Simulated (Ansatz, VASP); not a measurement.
**Two plane-wave programs on NiO**

Contents of INCAR:

```
PREC = Accurate
ENCUT = 520
EDIFF = 1E-7
ISMEAR = 0
SIGMA = 0.15
LREAL = False
LASPH = True
NELM = 150
ALGO = Normal
ISIF = 2
LWAVE = False
LCHARG = False
ISPIN = 2
MAGMOM = 1.05 0.17
LORBIT = 11
LMAXMIX = 4
GGA = PS
NBANDS = 19
```

The input KPOINTS:

```
regular mesh
0
Gamma
  20 20 20
```

POSCAR

```
NiO
1.0
    0.0000000000      2.0913100000      2.0913100000
    2.0913100000      0.0000000000      2.0913100000
    2.0913100000      2.0913100000      0.0000000000
Ni O
1 1
Direct
    0.0000000000      0.0000000000      0.0000000000
    0.5000000000      0.5000000000      0.5000000000
```

Input for Ansatz:

```yaml
crystal:
  lattice:
    - [0.0, 2.09131, 2.09131]
    - [2.09131, 0.0, 2.09131]
    - [2.09131, 2.09131, 0.0]
  atoms:
    - { symbol: Ni, position: [0.0, 0.0, 0.0], spin: 1.05 }
    - { symbol: O, position: [0.5, 0.5, 0.5], spin: 0.17 }
basis:
  ecutwfc: 420
kpoints:
  mp_grid: { grid: [20, 20, 20] }
hamiltonian:
  xc: pbesol
scf:
  occupations: { method: gaussian, width: 0.15 }
output:
  forces: true
  stress: true
  eigenvalues: true
  populations: true
magnetization:
  spin_polarized: true
```

Alike in both runs: task single point; functional PBEsol; k mesh 20 × 20 × 20; occupations gaussian, width 0.15 eV; collinear spin.

```csv
,VASP,Ansatz
version,VASP 6.6.1,Ansatz 0.2.0
potentials or method,"VASP PAW PBE potentials, release 64 (Ni, O), cutoff 520 eV","scalar-relativistic, plane waves, PAW"
valence electrons in the cell,16,24
```

```tsv
	VASP	Ansatz	Ansatz less VASP
gap on the k mesh at the Fermi level (eV)	none	none	-
pressure (GPa)	-8.7	-8.3	+0.40
net moment per atom (μB)	0.70	0.74	+0.035
size of the moment on the site where the two differ most (μB)	1.17	1.20	+0.032
```

VASP's potentials were made for PBE, not for PBEsol. Site moments also hang on the region over which each program counts them. A gap of «none» marks a metal or a gap that the smearing closes. VASP's potentials hold 16 valence electrons a cell and Ansatz's 24, so a difference there can come from the potentials and not from the codes.
